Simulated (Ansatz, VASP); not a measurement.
**InAs: VASP beside Ansatz**

File INCAR:

```
ALGO = Normal
EDIFF = 1E-6
ENCUT = 520
GGA = PE
ISIF = 2
ISMEAR = -1
LASPH = True
LCHARG = False
LREAL = False
LWAVE = False
NBANDS = 16
NELM = 60
PREC = Accurate
SIGMA = 0.02
```

File KPOINTS:

```
k-points
0
Gamma
  8 8 8
```

POSCAR

```
InAs
1.0
    0.0000000000      2.9696739469      2.9696739469
    2.9696739469      0.0000000000      2.9696739469
    2.9696739469      2.9696739469      0.0000000000
In As
1 1
Direct
    0.0000000000      0.0000000000      0.0000000000
    0.2500000000      0.2500000000      0.2500000000
```

Input for Ansatz:

```yaml
crystal:
  lattice:
    - [0.0, 2.9696739469, 2.9696739469]
    - [2.9696739469, 0.0, 2.9696739469]
    - [2.9696739469, 2.9696739469, 0.0]
  atoms:
    - { symbol: In, position: [0.0, 0.0, 0.0] }
    - { symbol: As, position: [0.25, 0.25, 0.25] }
kpoints:
  mp_grid: { grid: [8, 8, 8] }
  band_path:
    path:
      - [0.0, 0.0, 0.0]
      - [-0.5, -0.5, 0.0]
      - [-0.375, -0.375, 0.25]
      - [-0.375, 0.0, 0.375]
      - [0.0, 0.0, 0.5]
      - [-0.5, -0.25, 0.25]
    npoints: 1
hamiltonian:
  xc: pbe
scf:
  occupations: { method: fermi_dirac, width: 0.02 }
  n_extra_bands: 4
output:
  forces: true
  stress: true
  eigenvalues: true
```

Change from the starting cell: hydrostatic strain -2.8%.

Alike in both runs: task single point; functional PBE; k mesh 8 × 8 × 8; occupations fermi-dirac, width 0.02 eV; no spin polarisation.

```csv
,VASP,Ansatz
version,VASP 6.6.1,Ansatz 0.2.0
potentials or method,"VASP PAW PBE potentials, release 64 (In_d, As)","plane waves, PAW"
plane-wave cutoff (eV),520,420
valence electrons in the cell,18,28
```

Ansatz gave:

| Item | Value |
| --- | --- |
| pressure (GPa) | 7.9 |

Task: Estimate VASP's values.

Result: Pressure (GPa): 8.0.

The functional is the same, so the differences come from potentials, cutoffs and numerics. VASP's potentials hold 18 valence electrons a cell and Ansatz's 28, so a difference there can come from the potentials and not from the codes.
